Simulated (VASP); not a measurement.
# Al (P-1) in VASP: further runs

Al is run at these levels: PBEsol; tasks: single point.

Everything below comes from runs of VASP 6.6.1. Logs are shortened: lines on timing, memory, paths and dates and some standing lists are left out, and cuts for length are marked.

### 1 The cell of the first run

The typed cell holds 8 atoms: a = 2.782 Å, b = 4.544 Å, c = 10.561 Å, α = 85.89°, β = 84.96°, γ = 90.00°.

### 2 Single point, PBEsol (the part above a cut slid along it)

The input, INCAR:

```
PREC     = Accurate       # precision mode
ENCUT    = 500            # plane-wave cutoff, eV
EDIFF    = 1E-6           # SCF threshold, eV
ISMEAR   = 0              # smearing method
SIGMA    = 0.15           # smearing width, eV
LREAL    = False          # projectors in reciprocal space
LASPH    = True           # aspherical terms in the spheres
NELM     = 120            # most SCF steps
ALGO     = Normal         # electronic algorithm
ISIF     = 2              # what is computed and relaxed
LWAVE    = False          # write WAVECAR
LCHARG   = False          # write CHGCAR
GGA      = PS             # functional
NBANDS   = 22             # bands
GGA_COMPAT= False
```

The input, KPOINTS:

```
Automatic mesh
0
Gamma
  21 13 6
```

The input, POSCAR:

```
Al
1.0
   -1.6064390039      1.6064390039     -1.6064390039
   -3.2128780077     -3.2128780077      0.0000000000
   -5.3547966796      4.2838373436      8.0321950194
Al
8
Direct
    0.6250000000      0.4895833333      0.0625000000
    0.0000000000     -0.1562500000      0.9375000000
    0.8750000000      0.4479166667      0.3125000000
    0.2500000000     -0.0312500000      0.1875000000
    0.1250000000      0.4062500000      0.5625000000
    0.5000000000     -0.0729166667      0.4375000000
    0.3750000000      0.3645833333      0.8125000000
    0.7500000000     -0.1145833333      0.6875000000
```

Potentials or basis: VASP PAW PBE potentials, release 64 (Al).

Run with:

```
$ cat potpaw_PBE.64/Al/POTCAR > POTCAR
$ mpirun -np 1 vasp_std > vasp.out
```

OUTCAR:

```text
PREC = Accurate
   ENCUT = 500
   EDIFF = 1E-6
   ISMEAR = 0
   LREAL = False
   LASPH = True
   NELM = 120
   ISIF = 2
   GGA = PS

 ion  position               nearest neighbor table
   1  0.625  0.490  0.062-   2 2.21   2 2.73   4 2.78   3 2.78   4 2.78   7 2.88   4 3.21   3 3.21
                             4 3.21   7 3.30
   2  0.000  0.844  0.938-   1 2.21   1 2.73   7 2.78   8 2.78   7 2.78   4 2.88   7 3.21   8 3.21
                             7 3.21   4 3.30
   3  0.875  0.448  0.312-   6 2.78   4 2.78   5 2.78   1 2.78   4 2.78   6 2.78   6 3.21   4 3.21
                             1 3.21   5 3.21   4 3.21   6 3.21
   4  0.250  0.969  0.188-   1 2.78   3 2.78   6 2.78   1 2.78   3 2.78   2 2.88   3 3.21   1 3.21
                             6 3.21   1 3.21   3 3.21   2 3.30
   5  0.125  0.406  0.562-   6 2.78   8 2.78   7 2.78   3 2.78   8 2.78   6 2.78   8 3.21   6 3.21
                             3 3.21   7 3.21   6 3.21   8 3.21
   6  0.500  0.927  0.438-   3 2.78   5 2.78   8 2.78   4 2.78   5 2.78   3 2.78   3 3.21   5 3.21
                             4 3.21   8 3.21   5 3.21   3 3.21
   7  0.375  0.365  0.812-   8 2.78   2 2.78   5 2.78   2 2.78   8 2.78   1 2.88   8 3.21   2 3.21
                             5 3.21   2 3.21   8 3.21   1 3.30
   8  0.750  0.885  0.688-   7 2.78   5 2.78   6 2.78   2 2.78   5 2.78   7 2.78   7 3.21   5 3.21
                             6 3.21   2 3.21   5 3.21   7 3.21

  LATTYP: Found a triclinic cell.
 ALAT       =     2.7824339740
 B/A-ratio  =     2.5819888974
 C/A-ratio  =     3.7957090783
 COS(alpha) =     0.0226746294
 COS(beta)  =     0.0878184620
 COS(gamma) =     0.7745966693

  Lattice vectors:

 A1 = (   1.6064390039,  -1.6064390039,   1.6064390039)
 A2 = (   0.0000000001,  -6.4257560155,   3.2128780078)
 A3 = (   5.3547966796,  -4.2838373436,  -8.0321950194)

Analysis of symmetry for initial positions (statically):
=====================================================================
 Subroutine PRICEL returns:
 Original cell was already a primitive cell.

 Routine SETGRP: Setting up the symmetry group for a
 triclinic supercell.

 Subroutine GETGRP returns: Found  2 space group operations
 (whereof  1 operations were pure point group operations)
 out of a pool of  2 trial point group operations.

The static configuration has the point symmetry C_1 .
 The point group associated with its full space group is S_2 .

Analysis of symmetry for dynamics (positions and initial velocities):
=====================================================================
 Subroutine PRICEL returns:
 Original cell was already a primitive cell.

 Routine SETGRP: Setting up the symmetry group for a
 triclinic supercell.

 Subroutine GETGRP returns: Found  2 space group operations
 (whereof  1 operations were pure point group operations)
 out of a pool of  2 trial point group operations.

The dynamic configuration has the point symmetry C_1 .
 The point group associated with its full space group is S_2 .

 Subroutine INISYM returns: Found  2 space group operations
 (whereof  1 operations are pure point group operations),
 and found     1 'primitive' translations

----------------------------------------------------------------------------------------

                                     Primitive cell

  volume of cell :     132.6608

  direct lattice vectors                    reciprocal lattice vectors
    -1.606439004  1.606439004 -1.606439004    -0.194529639  0.194529639 -0.233435567
    -3.212878008 -3.212878008  0.000000000    -0.149139390 -0.162108033 -0.012968643
    -5.354796680  4.283837344  8.032195019    -0.038905928  0.038905928  0.077811856

  length of vectors
     2.782433974  4.543695653 10.561309895     0.360798732  0.220657557  0.095299671

  position of ions in fractional coordinates (direct lattice)
     0.625000000  0.489583333  0.062500000
     0.000000000  0.843750000  0.937500000
     0.875000000  0.447916667  0.312500000
     0.250000000  0.968750000  0.187500000
     0.125000000  0.406250000  0.562500000
     0.500000000  0.927083333  0.437500000
     0.375000000  0.364583333  0.812500000
     0.750000000  0.885416667  0.687500000

  ion indices of the primitive-cell ions
   primitive index   ion index
                 1           1
                 2           2
                 3           3
                 4           4
                 5           5
                 6           6
                 7           7
                 8           8

----------------------------------------------------------------------------------------

 KPOINTS: Automatic mesh

Automatic generation of k-mesh.
 Grid dimensions read from file:
 generate k-points for:   21   13    6

 Generating k-lattice:

  Cartesian coordinates                     Fractional coordinates (reciprocal lattice)
    -0.009263316  0.009263316 -0.011115979     0.047619048  0.000000000  0.000000000
    -0.011472261 -0.012469849 -0.000997588    -0.000000000  0.076923077 -0.000000000
    -0.006484321  0.006484321  0.012968643     0.000000000  0.000000000  0.166666667

  Length of vectors
     0.017180892  0.016973658  0.015883279

  Shift w.r.t. Gamma in fractional coordinates (k-lattice)
     0.000000000  0.000000000  0.000000000

 Subroutine IBZKPT returns following result:
 ===========================================

 Found    820 irreducible k-points:

 Following reciprocal coordinates:
            Coordinates               Weight
  0.000000  0.000000  0.000000      1.000000
  0.047619  0.000000  0.000000      2.000000
  0.095238  0.000000  0.000000      2.000000
  0.142857  0.000000 -0.000000      2.000000
  0.190476  0.000000  0.000000      2.000000
  0.238095  0.000000 -0.000000      2.000000
[... 16 lines left out ...]
 -0.476190  0.076923 -0.000000      2.000000
 -0.428571  0.076923 -0.000000      2.000000
 [... further k-points ...]
   k-points           NKPTS =    820   k-points in BZ     NKDIM =    820   number of bands    NBANDS=     22
   number of dos      NEDOS =    301   number of ions     NIONS =      8
   total plane-waves  NPLWV =  57600
   dimension x,y,z NGX =    20 NGY =   36 NGZ =   80
   dimension x,y,z NGXF=    40 NGYF=   72 NGZF=  160
   ions per type =               8
   NGX,Y,Z   is equivalent  to a cutoff of  11.95, 13.17, 12.59 a.u.
   NGXF,Y,Z  is equivalent  to a cutoff of  23.90, 26.34, 25.19 a.u.
 SYSTEM =  unknown system
   PREC   = accura    normal or accurate (medium, high low for compatibility)
   ISTART =      0    job   : 0-new  1-cont  2-samecut
   ICHARG =      2    charge: 1-file 2-atom 10-const
   ISPIN  =      1    spin polarized calculation?
   LNONCOLLINEAR =      F non collinear calculations
   LSORBIT =      F    spin-orbit coupling
   LASPH  =      T    aspherical Exc in radial PAW
   ENCUT  =  500.0 eV  36.75 Ry    6.06 a.u.   5.07  8.28 19.26*2*pi/ulx,y,z
   NELM   =    120;   NELMIN=  2; NELMDL= -5     # of ELM steps
   EDIFF  = 0.1E-05   stopping-criterion for ELM
   LREAL  =      F    real-space projection
[... 7 lines left out ...]
   TEBEG  =    0.0;   TEEND  =   0.0 temperature during run
   PSTRESS=    0.0 pullay stress
   NELECT =      24.0000    total number of electrons
   NUPDOWN=      -1.0000    fix difference up-down
   EMIN   =  10.00;   EMAX   =-10.00  energy-range for DOS
   EFERMI =   0.00;   METHOD = LEGACY
   ISMEAR =     0;   SIGMA  =   0.15  broadening in eV -4-tet -1-fermi 0-gaus
   EFERMI_NEDOS =   21; number of points for ismear=-14 and -15
   IALGO  =     38    algorithm
   IMIX   =      4    mixing-type and parameters
     AMIX     =   0.40;   BMIX     =  1.00
     AMIX_MAG =   1.60;   BMIX_MAG =  1.00
  volume/ion in A,a.u.               =      16.58       111.90
  Fermi-wavevector in a.u.,A,eV,Ry     =   0.925901  1.749698 11.664164  0.857292
  Thomas-Fermi vector in A             =   2.051805
   LORBIT       =      0    0 simple, 1 ext, 2 COOP (PROOUT), +10 PAW based schemes
   GGA     = PS    functional components
   LHFCALC =     F    Hartree Fock is set to
   AEXX    =    0.0000 exact exchange contribution
   IVDW    =     0    specifies the selected vdW correction
   LEPSILON=     F    determine dielectric tensor
   LRPA    =     F    only Hartree local field effects (RPA)
 non-spin polarized calculation
 Gauss-broadening in eV      SIGMA  =   0.15
  energy-cutoff  :      500.00
  volume of cell :      132.66
 maximum number of plane-waves:      3396
   NGX = 11   NGY = 17   NGZ = 39

 number of electron      24.0000000 magnetization

 Free energy of the ion-electron system (eV)
  ---------------------------------------------------
  ext. energy  EPLUGINS =         0.00000000
  ---------------------------------------------------
  free energy    TOTEN  =       -31.15266829 eV

  energy without entropy =      -31.11451648  energy(sigma->0) =      -31.13359238

 E-fermi :   7.8599     XC(G=0): -10.2268

 val. band max:        7.8558811330   @ k =  -0.4762   0.2308   0.3333
 cond. band min:       7.8616660928   @ k =  -0.4286  -0.3077   0.3333
 fundamental gap:      0.0057849598
 Fermi energy:         7.8598630899

 k-point     1 :       0.0000    0.0000    0.0000
  band No.  band energies     occupation
      1      -3.2470      2.00000
      2      -1.9510      2.00000
      3      -1.8792      2.00000
      4       1.8796      2.00000
      5       2.0659      2.00000
      6       3.7070      2.00000
[... 14 lines left out ...]
     21      15.0369      0.00000
     22      15.3754      0.00000

 k-point     2 :       0.0476    0.0000    0.0000
  band No.  band energies     occupation
      1      -3.2034      2.00000
      2      -1.9270      2.00000
      3      -1.8167      2.00000
      4       1.8924      2.00000
      5       2.1368      2.00000
      6       3.7474      2.00000
[... 14 lines left out ...]
     21      14.0503      0.00000
     22      14.9452      0.00000

 k-point     3 :       0.0952    0.0000    0.0000
  band No.  band energies     occupation
      1      -3.0724      2.00000
      2      -1.8334      2.00000
      3      -1.6510      2.00000
      4       1.9565      2.00000
      5       2.3233      2.00000
      6       3.8689      2.00000
[... 14 lines left out ...]
     21      13.6411      0.00000
     22      14.1968      0.00000

 k-point     4 :       0.1429    0.0000   -0.0000
  band No.  band energies     occupation
      1      -2.8545      2.00000
      2      -1.6570      2.00000
      3      -1.3958      2.00000
      4       2.0944      2.00000
      5       2.6025      2.00000
      6       4.0714      2.00000
[... 14 lines left out ...]
     21      13.6401      0.00000
     22      13.7096      0.00000

 k-point     5 :       0.1905    0.0000    0.0000
  band No.  band energies     occupation
      1      -2.5501      2.00000
      2      -1.3957      2.00000
      3      -1.0540      2.00000
      4       2.3121      2.00000
      5       2.9672      2.00000
      6       4.3551      2.00000
[... 417 lines left out ...]
 k-point    22 :       0.4762    0.0769    0.0000
  band No.  band energies     occupation
      1       1.0960      2.00000
      2       1.9451      2.00000
      3       1.9704      2.00000
      4       2.8145      2.00000
      5       2.8379      2.00000
      6       3.6571      2.00000
[... 14 lines left out ...]
     21      10.8620      0.00000
     22      11.0925      0.00000

 k-point    23 :      -0.4762    0.0769   -0.0000
  band No.  band energies     occupation
      1       1.0864      2.00000
      2       1.9800      2.00000
      3       2.0001      2.00000
      4       2.7471      2.00000
      5       2.7814      2.00000
      6       3.7254      2.00000
[... 14 lines left out ...]
     21      10.3616      0.00000
     22      11.1655      0.00000

 k-point    24 :      -0.4286    0.0769   -0.0000
  band No.  band energies     occupation
      1       0.2811      2.00000
      2       1.2417      2.00000
      3       1.9143      2.00000
      4       2.9407      2.00000
      5       3.6710      2.00000
      6       4.6583      2.00000
[... 14 lines left out ...]
     21      10.8860      0.00000
     22      10.9285      0.00000

 [... further k-points ...]
[... 5 lines left out ...]
  --------------------------------------------------------------------------------------
  -------------------------------------------------------------------------------------
  Total        1.7417134      1.5791949      3.7347744      1.5970921      2.7152199      2.9750023
  in kB       21.0350994     19.0723239     45.1057856     19.2884731     32.7923764     35.9298323
  external PRESSURE =      28.4044030 kB  Pullay stress =       0.0000000 kB

 VOLUME and BASIS-vectors are now :
 -----------------------------------------------------------------------------
  energy-cutoff  :      500.00
  volume of cell :      132.66
      direct lattice vectors                 reciprocal lattice vectors
    -1.606439004  1.606439004 -1.606439004    -0.194529639  0.194529639 -0.233435567
    -3.212878008 -3.212878008  0.000000000    -0.149139390 -0.162108033 -0.012968643
    -5.354796680  4.283837344  8.032195019    -0.038905928  0.038905928  0.077811856

 POSITION                                       TOTAL-FORCE (eV/Angst)
 -----------------------------------------------------------------------------------
     -2.91167     -0.30121     -0.50201         1.932665      2.144816      2.464827
     -7.73099      1.30523      7.53018        -1.932665     -2.144816     -2.464827
     -4.51811      1.30523      1.10443        -0.011761     -0.002406      0.018179
     -4.51811     -1.90765      1.10443        -0.011945     -0.159853     -0.106553
     -4.51811      1.30523      4.31730        -0.008296      0.006615      0.001597
     -6.12455     -0.30121      2.71087         0.008296     -0.006615     -0.001597
     -6.12455      2.91167      5.92374         0.011945      0.159853      0.106553
     -7.73099      1.30523      4.31730         0.011761      0.002406     -0.018179
 -----------------------------------------------------------------------------------
    total drift:                               -0.000000     -0.000000     -0.000000

  FREE ENERGIE OF THE ION-ELECTRON SYSTEM (eV)
  ---------------------------------------------------
  free  energy   TOTEN  =       -31.1526682850 eV

  energy  without entropy=      -31.1145164841  energy(sigma->0) =      -31.13359238
```

Wall time 14 min (1 thread of Intel Xeon 6975P-C (Granite Rapids), shared host); peak memory 1.4 GiB.

Results:

```yaml
Free_energy: -31.1527 eV
Pressure: 2.8 GPa
Largest_force: 3.796 eV/Å
Band_gap_on_the_k_mesh: zero (bands 12 and 13 overlap by 4.54 eV)
```

Forces on the atoms (eV/Å):
```
Al   1.933  2.145  2.465
Al  -1.933 -2.145 -2.465
Al  -0.012 -0.002  0.018
Al  -0.012 -0.160 -0.107
Al  -0.008  0.007  0.002
Al   0.008 -0.007 -0.002
Al   0.012  0.160  0.107
Al   0.012  0.002 -0.018
```

Caveat: the cell differs from its parent crystal (the part above a cut slid along it); the PAW data sets were made with another functional, which shifts forces and pressure a little.

### 3 Single point, PBEsol (the part above a cut slid along it)

The input, INCAR:

```
  PREC = Accurate
  ENCUT = 500
  EDIFF = 1E-6
  ISMEAR = 0
  SIGMA = 0.15
  LREAL = F
  LASPH = T
  NELM = 120
  ALGO = Normal
  ISIF = 2
  LWAVE = F
  LCHARG = F
  GGA = PS
  NBANDS = 22
  GGA_COMPAT = F
```

The input, KPOINTS:

```
regular mesh
0
Gamma
  21 13 6
```

The input, POSCAR:

```
Al
1.0
   -1.6064390039      1.6064390039     -1.6064390039
   -3.2128780077     -3.2128780077      0.0000000000
   -7.2289755174      5.0870568456      6.6934958495
Al
8
Direct
    0.5729166667      0.4791666667      0.0625000000
   -0.7812500000     -0.3125000000      0.9375000000
    0.6145833333      0.3958333333      0.3125000000
    0.0937500000     -0.0625000000      0.1875000000
   -0.3437500000      0.3125000000      0.5625000000
    0.1354166667     -0.1458333333      0.4375000000
   -0.3020833333      0.2291666667      0.8125000000
    0.1770833333     -0.2291666667      0.6875000000
```

Potentials or basis: VASP PAW PBE potentials, release 64 (Al).

Run with:

```
$ cat potpaw_PBE.64/Al/POTCAR > POTCAR
$ mpirun -np 1 vasp_std > vasp.out
```

Wall time 37 min (1 thread of Oxide Virtual Turin-like, shared host); peak memory 1.4 GiB.

Results (log left out):

```
Free energy            : -28.8516 eV
Pressure               : 9.5 GPa
Largest force          : 9.520 eV/Å
Band gap on the k mesh : zero (bands 12 and 13 overlap by 4.33 eV)
```

Forces in eV/Å, atoms in the order of the input:
```
Al   0.193  6.827  6.632
Al  -0.193 -6.827 -6.632
Al  -0.003 -0.001  0.082
Al   0.122 -0.158 -0.132
Al  -0.014  0.007 -0.011
Al   0.014 -0.007  0.011
Al  -0.122  0.158  0.132
Al   0.003  0.001 -0.082
```

Stress tensor (GPa, compression positive):
```
 3.49 -4.06  4.46
-4.06 11.97  4.37
 4.46  4.37 12.99
```

Levels at points of the mesh, in eV from the Fermi level:
| k point | band 9 | band 10 | band 11 | band 12 | band 13 | band 14 | band 15 | band 16 |
| --- | --- | --- | --- | --- | --- | --- | --- | --- |
| (0.00, 0.00, 0.00) | -2.92 | -1.95 | -1.71 | -0.74 | -0.47 | 0.56 | 1.16 | 2.80 |
| (0.00, 0.00, 0.50) | -3.01 | -2.92 | -2.07 | -1.72 | 0.27 | 0.30 | 1.84 | 2.02 |

Caveat: the cell differs from its parent crystal (the part above a cut slid along it); the stress differs along the axes, from 3 to 13 GPa; the PAW data sets were made with another functional, which shifts forces and pressure a little.
